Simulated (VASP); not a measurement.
## Pt: single point with PBE

The system is Pt.

```
Pt
1.0
     0.00000    1.96090    1.96090
     1.96090    0.00000    1.96090
     1.96090    1.96090    0.00000
Pt
1
Direct
  0.00000 0.00000 0.00000
```

```yaml
Program: VASP 6.6.1
Task: single point
Functional: PBE
Potentials_or_basis: VASP PAW PBE potentials, release 64 (Pt)
Cutoff: 520 eV
k_mesh: 8 × 8 × 8
Occupations: gaussian, width 0.1 eV
Spin: no spin polarisation
```

* Pressure: 8.8 GPa
* Band gap on the k mesh: zero (band 5 reaches 11.72 eV, above the bottom of band 6 at 9.50 eV)

Levels at points of the mesh, in eV from the Fermi level:
```tsv
k point	band 3	band 4	band 5	band 6	band 7	band 8
(0.00, 0.00, 0.00)	-3.75	-3.75	-1.60	-1.60	14.71	19.68
(0.50, 0.00, 0.00)	-3.81	-0.40	0.07	0.07	5.89	14.28
(0.50, 0.50, 0.00)	0.04	0.52	0.52	1.85	8.93	11.46
```

It took 5 s on 1 thread of Intel(R) Xeon(R) Platinum 8259CL CPU @ 2.50GHz (Skylake/Cascade Lake), with other jobs on the host, peak memory 0.14 GiB.

Caveat: spin-orbit coupling is left out, which moves the levels of the heavy elements.
